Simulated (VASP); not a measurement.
The system is Y3Si2F.

```
Y Si F
1.0
     6.13646    0.00000    0.00000
    -3.06823    5.31433    0.00000
     0.00000    0.00000    3.32207
Y Si F
3 2 1
Direct
  0.50000 0.00000 0.50000
  0.50000 0.50000 0.50000
  0.00000 0.50000 0.50000
  0.33333 0.66667 0.00000
  0.66667 0.33333 0.00000
  0.00000 0.00000 0.00000
```

The cell was built from a structure type or drawn by symmetry, and may not be a known phase.

```yaml
Program: VASP 6.6.1
Task: relaxation of cell and atoms
Functional: PBE
Potentials_or_basis: VASP PAW PBE potentials, release 64 (Y_sv, Si, F_h)
Cutoff: 910 eV
k_mesh: 3 × 3 × 6
Occupations: gaussian, width 0.1 eV
Spin: no spin polarisation
```

At the start: pressure 55.9 GPa; volume 18.06 Å³/atom.

Where does the relaxation end?

Over 9 steps the energy falls by 1353.7 meV/atom and the volume is 28.38 Å³/atom (+57.2 %); space group P6/mmm (No. 191, to 0.1 Å) before and after.

The path:
```
step  energy change (eV)  largest force (eV/Å)  pressure (GPa)  volume (Å³)
   1              0.0000                0.0000           55.87       108.34
   2             -3.3975                0.0000          -16.05       239.92
   3             -7.9321                0.0000           -0.93       170.30
   4             -7.9426                0.0000            0.07       167.90
   5             -7.9418                0.0000            0.65       166.54
   6             -8.1108                0.0000            0.43       168.74
   7             -8.1212                0.0000            0.40       169.39
   8             -8.1215                0.0000           -0.32       171.06
   9             -8.1223                0.0000            0.01       170.27
```

Final structure:
```
Y Si F
1.0
     7.24236    0.00000    0.00000
    -3.62118    6.27207    0.00000
     0.00000    0.00000    3.74840
Y Si F
3 2 1
Direct
  0.50000 0.00000 0.50000
  0.50000 0.50000 0.50000
  0.00000 0.50000 0.50000
  0.33333 0.66667 0.00000
  0.66667 0.33333 0.00000
  0.00000 0.00000 0.00000
```

Caveat: the cutoff is under 1.25 times the usual one of these potentials, so pressure, stress and relaxed cells hold a basis-set (Pulay) error; the volume moved by over 15 % at a fixed basis, so the end points are rough.
